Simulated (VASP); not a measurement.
Write the native input for VASP 6.6.1 that does the following.

```yaml
Task: single point
Functional: PBE
Potentials_or_basis: VASP PAW PBE potentials, release 64 (Ag)
Cutoff: 520 eV
k_mesh: 24 × 24 × 12
Occupations: gaussian, width 0.15 eV
Spin: no spin polarisation
Dipole_correction: no
Further_INCAR_settings: ALGO = Fast; EDIFF = 1e-06; NBANDS = 18
```

The structure of Ag lies in POSCAR:

```
Ag
1.0
    2.9701400286      0.0000000000      0.0000000000
   -1.4850700143      2.5722167176      0.0000000000
    0.0000000000      0.0000000000      4.6613996094
Ag
2
Direct
    0.3333333333      0.6666666667      0.2500000000
    0.6666666667      0.3333333333      0.7500000000
```

This isn't the form of Ag at room conditions, which is fcc.

This cell differs from its parent crystal: ratio of the length along z to the lengths across it x 0.96, volume and fractional coordinates fixed.

These files were run (other wordings do the same):

INCAR

```
ALGO = Fast
EDIFF = 1E-6
ENCUT = 520
GGA = PE
ISIF = 2
ISMEAR = 0
LASPH = T
LCHARG = T
LELF = T
LREAL = F
LVHAR = T
LWAVE = F
NBANDS = 18
NELM = 60
PREC = Accurate
SIGMA = 0.15
```

KPOINTS

```
k-points
0
Gamma
  24 24 12
```

Potentials or basis: VASP PAW PBE potentials, release 64 (Ag).

Run with:

```sh
$ cat potpaw_PBE.64/Ag/POTCAR > POTCAR
$ mpirun -np 1 vasp_std > vasp.out
```

Results of the run:

```
Pressure               : 0.5 GPa
Band gap on the k mesh : zero (bands 11 and 12 overlap by 7.17 eV)
```

It took 2.3 min on 1 thread of Intel(R) Xeon(R) Platinum 8259CL CPU @ 2.50GHz (Skylake/Cascade Lake) (shared host), peak memory 0.33 GiB.
